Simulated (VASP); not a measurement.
C: single point with PBE

Crystal: C.

```
CELL_PARAMETERS angstrom
0.00000 1.78012 1.69112
1.78012 0.00000 1.69112
1.78012 1.78012 0.00000
ATOMIC_POSITIONS crystal
C 0.00000 0.00000 0.00000
C 0.25000 0.25000 0.25000
```

This cell differs from its parent crystal: uniaxial z strain -5.0%.

```yaml
Program: VASP 6.6.1
Task: single point
Functional: PBE
Potentials_or_basis: VASP PAW PBE potentials, release 64 (C)
Cutoff: 520 eV
k_mesh: 6 × 6 × 6
Occupations: gaussian, width 0.01 eV
Spin: no spin polarisation
```

* Pressure: 30.5 GPa
* Band gap on the k mesh: 2.96 eV (least direct gap 4.83 eV)

Stress tensor (GPa, compression positive):
```
14.57  0.00  0.00
 0.00 14.57  0.00
 0.00  0.00 62.25
```

Levels at points of the mesh, in eV from the valence-band top:
```
           k point  band 1  band 2  band 3  band 4  band 5  band 6  band 7  band 8
(0.00, 0.00, 0.00)  -22.76   -0.76   -0.76    0.00    4.83    5.48    5.48   14.12
(0.50, 0.00, 0.00)  -16.64  -14.52   -3.92   -2.99    7.73    7.94    9.81   15.74
(0.50, 0.50, 0.00)  -13.11  -13.11   -7.67   -7.67    3.54    3.54   17.34   17.34
(0.50, 0.00, 0.50)  -13.96  -13.96   -6.87   -6.87    4.81    4.81   16.95   16.95
```

Wall time 4.9 s on 1 thread of Intel Xeon 8259CL (shared host), peak memory 0.11 GiB.

Caveat: the k points lie up to 0.52 Å⁻¹ apart; the cell differs from its parent crystal (uniaxial z strain -5.0%). A k mesh can miss the band edges.
